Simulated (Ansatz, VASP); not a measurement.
**BN in VASP and in Ansatz**

```
B N
1.0
     2.54498    0.00000    0.00000
    -1.27249    2.20402    0.00000
     0.00000    0.00000    6.80528
B N
2 2
Direct
  0.33333 0.66667 0.25000
  0.66667 0.33333 0.75000
  0.33333 0.66667 0.75000
  0.66667 0.33333 0.25000
```

Alike in both runs: task single point; functional LDA; k mesh 12 × 12 × 4; occupations gaussian, width 0.05 eV; no spin polarisation.

|  | VASP | Ansatz |
| --- | --- | --- |
| version | VASP 6.6.1 | Ansatz 0.2.0 |
| potentials or method | VASP PAW LDA potentials, release 64 (B, N), cutoff 520 eV | scalar-relativistic, plane waves, PAW |
| valence electrons in the cell | 16 | 16 |

Ansatz gave:

| Item | Value |
| --- | --- |
| gap on the k mesh at the Fermi level (eV) | 4.05 |
| least direct gap on the mesh (eV) | 4.39 |
| pressure (GPa) | -15.2 |
| traceless stress, the component that is largest in VASP (GPa) | 14.17 |

Q: Estimate VASP's values.

A: gap on the k mesh at the Fermi level (eV): 4.04; least direct gap on the mesh (eV): 4.38; pressure (GPa): -14.6; traceless stress, the component that is largest in VASP (GPa): 13.48.

Ansatz warns that its potentials were made for another functional, while VASP's fit it. LDA's correlation is that of Perdew and Zunger in VASP and of Perdew and Wang (1992) in Ansatz.
